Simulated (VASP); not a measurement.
Input of a VASP 6.6.1 run:

Contents of INCAR:

```
ALGO     = Normal         # electronic algorithm
EDIFF    = 1E-6           # SCF threshold, eV
EDIFFG   = -0.002         # ionic threshold
ENCUT    = 600            # plane-wave cutoff, eV
GGA      = PS             # functional
IBRION   = 2              # ionic algorithm
ISIF     = 3              # what is computed and relaxed
ISMEAR   = -1             # smearing method
LASPH    = T              # aspherical terms in the spheres
LCHARG   = F              # write CHGCAR
LREAL    = F              # projectors in reciprocal space
LWAVE    = F              # write WAVECAR
NELM     = 80             # most SCF steps
NSW      = 100            # ionic steps
PREC     = Accurate       # precision mode
PSTRESS  = 40.0         
SIGMA    = 0.1            # smearing width, eV
```

KPOINTS

```
k-points
0
Gamma
  16 16 12
```

POSCAR

```
ZrB2
1.0
    3.1552029036      0.0000000000      0.0000000000
   -1.5776014518      2.7324858686      0.0000000000
    0.0000000000      0.0000000000      3.5063834979
Zr B
1 2
Direct
    0.0000000000      0.0000000000      0.0000000000
    0.3333333333      0.6666666667      0.5000000000
    0.6666666667      0.3333333333      0.5000000000
```

Potentials or basis: VASP PAW PBE potentials, release 64 (Zr_sv, B).

The run is started by

```console
$ cat potpaw_PBE.64/Zr_sv/POTCAR potpaw_PBE.64/B/POTCAR > POTCAR
$ mpirun -np 1 vasp_std > vasp.out
```

Q: Predict the relaxed volume.

A: 9.93 Å³/atom.

Q: What does it give for the relaxed cell?

A: a = 3.141 Å, b = 3.141 Å, c = 3.488 Å, α = 90.00°, β = 90.00°, γ = 120.00°.

Q: Estimate the space group after relaxing (to 0.1 Å).

A: P6/mmm (No. 191).

Q: Predict the band gap on the k mesh.

A: Zero (bands 9 and 10 overlap by 1.17 eV).

Step by step:
```csv
step,energy change (eV),largest force (eV/Å),pressure (GPa),volume (Å³)
1,0.0000,0.0000,0.33,30.23
2,0.0294,0.0000,9.35,29.23
3,0.0057,0.0000,4.00,29.80
4,0.0054,0.0000,3.93,29.81
5,0.0055,0.0000,3.92,29.81
6,0.0055,0.0000,3.91,29.81
7,0.0055,0.0000,3.92,29.81
8,0.0055,0.0000,3.92,29.81
9,0.0055,0.0000,3.92,29.81
10,0.0060,0.0000,4.08,29.79
11,0.0057,0.0000,4.03,29.80
12,0.0056,0.0000,4.02,29.80
13,0.0056,0.0000,3.97,29.81
14,0.0056,0.0000,3.94,29.80
15,0.0056,0.0000,3.96,29.80
16,0.0056,0.0000,3.97,29.80
17,0.0057,0.0000,3.97,29.80
18,0.0058,0.0000,4.03,29.80
19,0.0057,0.0000,4.05,29.80
20,0.0057,0.0000,4.02,29.80
21,0.0057,0.0000,4.01,29.80
```

Caveat: the cell is relaxed towards a set pressure, so the run minimises the enthalpy, not the energy; the PAW data sets were made with another functional, which shifts forces and pressure a little.
